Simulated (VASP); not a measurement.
A run of VASP 6.6.1 is set up as follows.

INCAR

```
SYSTEM = BN
  PREC = Accurate
  ENCUT = 520
  EDIFF = 1E-6
  ISMEAR = 0
  SIGMA = 0.05
  LREAL = .FALSE.
  LASPH = .TRUE.
  NELM = 60
  ALGO = Normal
  ISIF = 2
  LWAVE = .FALSE.
  LCHARG = .FALSE.
  GGA = PE
  IVDW = 12
  NBANDS = 16
```

KPOINTS

```
regular mesh
0
G
  12 12 4
  0 0 0
```

File POSCAR:

```
BN
1.0
    2.5099983704      0.0000000000      0.0000000000
   -1.2549991852      2.1737223522      0.0000000000
    0.0000000000      0.0000000000      6.6900000000
B N
2 2
Direct
    0.0000000000      0.0000000000      0.5000000000
    0.3333333333      0.6666666667      0.0000000000
    0.0444364859      0.0325297654      0.0000000000
    0.7111031526      0.3658630987      0.5000000000
```

Potentials or basis: VASP PAW PBE potentials, release 64 (B, N).

The run is started by

```bash
$ cat potpaw_PBE.64/B/POTCAR potpaw_PBE.64/N/POTCAR > POTCAR
$ mpirun -np 1 vasp_std > vasp.out
```

Q: Predict the band gap on the k mesh.

A: 3.92 eV, indirect (least direct gap 4.31 eV).

Q: What does it give for the largest force?

A: 3.670 eV/Å.

Q: Estimate the dispersion energy per atom.

A: -0.139 eV.

Q: Predict the pressure.

A: 2.3 GPa.

Stress tensor (GPa, compression positive):
```
-4.14 -6.36  0.00
-6.36 11.49  0.00
 0.00  0.00 -0.54
```

Caveat: the cell differs from its parent crystal (all N atoms moved +0.100 Å, as atom 3 along Cartesian [1 1 0]); forces of over 1 eV/Å act on the atoms, so gaps and moduli don't describe the material at rest. A k mesh can miss the band edges.
